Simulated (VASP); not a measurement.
A run of VASP 6.6.1 is set up as follows.

INCAR

```
SYSTEM = BN
ALGO = Normal ; EDIFF = 1E-6
ENCUT = 520 ; GGA = PS
ISIF = 2 ; ISMEAR = 0
LASPH = .TRUE. ; LCHARG = .FALSE.
LREAL = .FALSE. ; LWAVE = .FALSE.
NBANDS = 16 ; NELM = 100
PREC = Accurate ; SIGMA = 0.05
```

The input KPOINTS:

```
k-points
0
G
  12 12 6
  0 0 0
```

The input POSCAR:

```
BN
1.0
    2.5539396017      0.0000000000      0.0000000000
   -1.2769698009      2.2117765748      0.0000000000
    0.0000000000      0.0000000000      4.2268550000
B N
2 2
Direct
    0.6666666667      0.3333333333      0.9997240000
    0.3333333333      0.6666666667      0.4997240000
    0.7103386106      0.3653034152      0.6489342518
    0.3333333333      0.6666666667      0.1252760000
```

Potentials or basis: VASP PAW PBE potentials, release 64 (B, N).

Run with:

```bash
$ cat potpaw_PBE.64/B/POTCAR potpaw_PBE.64/N/POTCAR > POTCAR
$ mpirun -np 1 vasp_std > vasp.out
```

(1) What does it give for the pressure?

(2) Predict the band gap on the k mesh.

(3) What does it give for the largest force?

Results:

(1) -2.6 GPa.

(2) 3.84 eV, indirect (least direct gap 7.44 eV).

(3) 4.387 eV/Å.

Caveat: the cell differs from its parent crystal (atom 3 (N) moved by (+0.100, +0.100) A along [1 1 0] and z); the PAW data sets were made with another functional, which shifts forces and pressure a little.
